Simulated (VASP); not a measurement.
Runs of VASP 6.6.1 on HfC. The structure is that of space group Fm-3m (No. 225), or close to it. The cells are those of the table. 

| task | cell | gap on the mesh (eV) | pressure (GPa) |
| --- | --- | --- | --- |
| single point | a = 3.255, b = 3.255, c = 3.288 Å, angles 59.7, 59.7, 60.7°, 2 atoms | none | -2.1 |
| single point | a = 3.305, b = 3.305, c = 3.288 Å, angles 60.2, 60.2, 59.7°, 2 atoms | none | -9.1 |
| electric field gradients | a = 3.305, b = 3.305, c = 3.288 Å, angles 60.2, 60.2, 59.7°, 2 atoms | none | (a) |
| single point | a = 3.338, b = 3.338, c = 3.288 Å, angles 60.5, 60.5, 59.0°, 2 atoms | none | -12.9 |
| electric field gradients | a = 3.338, b = 3.338, c = 3.288 Å, angles 60.5, 60.5, 59.0°, 2 atoms | none | -12.9 |

Alike in all rows: level PBEsol; potentials or basis VASP PAW PBE potentials, release 64 (Hf_pv, C); no spin polarisation; k mesh 15 × 15 × 15; cutoff (eV) 520; smearing fermi-dirac 0.05 eV.

Q: Fill in the values left out.

A: (a) -9.2.

Caveats: the PAW data sets were made with another functional, which shifts forces and pressure a little; spin-orbit coupling is left out, which moves the levels of the heavy elements; the cell stands under tension (at least some runs); the stress differs along the axes, from -19 to -10 GPa (at least some runs); the stress differs along the axes, from -5 to 4 GPa (at least some runs).

A k mesh can miss the band edges, and the runs leave out spin-orbit coupling on Hf.

A gap of «none» marks levels without a gap at the run's occupations.
